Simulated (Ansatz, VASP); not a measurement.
LiBe4 in VASP and in Ansatz

```
CELL_PARAMETERS angstrom
3.81016 0.00000 0.00000
0.00000 3.81016 0.00000
0.00000 0.00000 3.81016
ATOMIC_POSITIONS crystal
Li 0.00000 0.00000 0.00000
Be 0.31086 0.31086 0.31086
Be 0.68914 0.68914 0.31086
Be 0.31086 0.68914 0.68914
Be 0.68914 0.31086 0.68914
```

Change from the starting cell: species swapped into the SnI4 type (P-43m, No. 215).

Alike in both runs: functional PBE; k mesh 5 × 5 × 5; occupations gaussian, width 0.2 eV; no spin polarisation.

Ansatz relaxed the structure, and its values are those at the end. VASP's run is a single point on that final structure, the one shown.

```csv
,VASP,Ansatz
version,VASP 6.6.1,Ansatz 0.2.0
potentials or method,"VASP PAW PBE potentials, release 64 (Li_sv, Be), cutoff 750 eV","scalar-relativistic, plane waves, PAW"
valence electrons in the cell,11,11
```

Ansatz gave:

```
gap on the k mesh at the Fermi level (eV) : none
pressure (GPa)                            : -0.3
rms of the force components (eV/Å)        : 0.044
```

Question: Which values does VASP return?

Answer: gap on the k mesh at the Fermi level (eV): none; pressure (GPa): -0.3; rms of the force components (eV/Å): 0.053.

A gap of «none» marks a metal or a gap that the smearing closes.
